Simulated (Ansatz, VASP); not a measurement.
**TaN: VASP beside Ansatz**

```
Ta N
1.0
     2.95018    0.00000    0.00000
     1.47509   -2.55493   -2.89777
     1.47509    2.55493   -2.89777
Ta N
2 2
Cartesian
  1.6144 -0.7743 -1.5724
  4.3546 -0.7089 -4.4415
  2.8767 -0.1276 -2.9209
  0.0049 -0.0925 0.2415
```

Change from the starting cell: all atoms moved at random, sigma 0.15 Å a component.

Alike in both runs: task single point; functional PBE; k mesh 12 × 12 × 12; occupations gaussian, width 0.15 eV; no spin polarisation.

```csv
,VASP,Ansatz
version,VASP 6.6.1,Ansatz 0.2.0
potentials or method,"VASP PAW PBE potentials, release 64 (Ta_pv, N), cutoff 520 eV","scalar-relativistic, plane waves, PAW"
valence electrons in the cell,32,36
```

|  | VASP | Ansatz | Ansatz less VASP |
| --- | --- | --- | --- |
| gap on the k mesh at the Fermi level (eV) | none | none | - |
| pressure (GPa) | 26.0 | 25.0 | -1.01 |
| traceless stress, the component that is largest in VASP (GPa) | -12.76 | -12.56 | +0.198 |
| rms of the force components (eV/Å) | 3.326 | 3.280 | -0.0464 |

Atom by atom the forces differ by 0.047 eV/Å (rms over components). A gap of «none» marks a metal or a gap that the smearing closes. VASP's potentials hold 32 valence electrons a cell and Ansatz's 36, so a difference there can come from the potentials and not from the codes.

Spin-orbit coupling is off throughout.
